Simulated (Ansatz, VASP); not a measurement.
# Two plane-wave programs on ZrO2

The input INCAR:

```
PREC = Accurate ; ENCUT = 600
EDIFF = 1E-7 ; ISMEAR = 0
SIGMA = 0.02 ; LREAL = F
LASPH = T ; NELM = 120
ALGO = Normal ; ISIF = 3
LWAVE = F ; LCHARG = F
GGA = PE ; IVDW = 12
IBRION = 2 ; NSW = 90
EDIFFG = -0.02 ; GGA_COMPAT = F
NELMIN = 4
```

Contents of KPOINTS:

```
regular mesh
0
Gamma
  6 6 6
```

Contents of POSCAR:

```
ZrO2
1.0
    0.0000000000      2.5350000000      2.5350000000
    2.5350000000      0.0000000000      2.5350000000
    2.5350000000      2.5350000000      0.0000000000
Zr O
1 2
Direct
    0.0000000000      0.0000000000      0.0000000000
    0.2500000000      0.2500000000      0.2500000000
    0.7500000000      0.7500000000      0.7500000000
```

Input for Ansatz:

```yaml
crystal:
  lattice:
    - [0.0, 2.535, 2.535]
    - [2.535, 0.0, 2.535]
    - [2.535, 2.535, 0.0]
  atoms:
    - { symbol: Zr, position: [0.0, 0.0, 0.0] }
    - { symbol: O, position: [0.25, 0.25, 0.25] }
    - { symbol: O, position: [0.75, 0.75, 0.75] }
basis:
  ecutwfc: 420
kpoints:
  mp_grid: { grid: [6, 6, 6] }
hamiltonian:
  xc: pbe
  dispersion: d3bj
scf:
  occupations: { method: gaussian, width: 0.02 }
output:
  forces: true
  stress: true
  eigenvalues: true
  write_density: true
  write_potential: true
  elf: true
  volumetric_format: npy
relax:
  adjacent_minimum: "off"
  f_tol: 0.02
  max_steps: 70
  cell: { stress_tol: 0.1 }
```

Alike in both runs: task relaxation of cell and atoms; functional PBE; dispersion D3(BJ); k mesh 6 × 6 × 6; occupations gaussian, width 0.02 eV; no spin polarisation.

|  | VASP | Ansatz |
| --- | --- | --- |
| version | VASP 6.6.1 | Ansatz 0.2.0 |
| potentials or method | VASP PAW PBE potentials, release 64 (Zr_sv, O), cutoff 600 eV | scalar-relativistic, plane waves, PAW |
| valence electrons in the cell | 24 | 24 |

|  | VASP | Ansatz | Ansatz less VASP |
| --- | --- | --- | --- |
| gap on the k mesh at the Fermi level, each at its own relaxed structure (eV) | 3.36 | 3.36 | +0.008 |
| relaxed volume (Å³/atom) | 10.98 | 10.97 | -0.008 |
| relaxed cell length with the largest relative difference (Å) | 3.598 | 3.597 | -0.0009 |
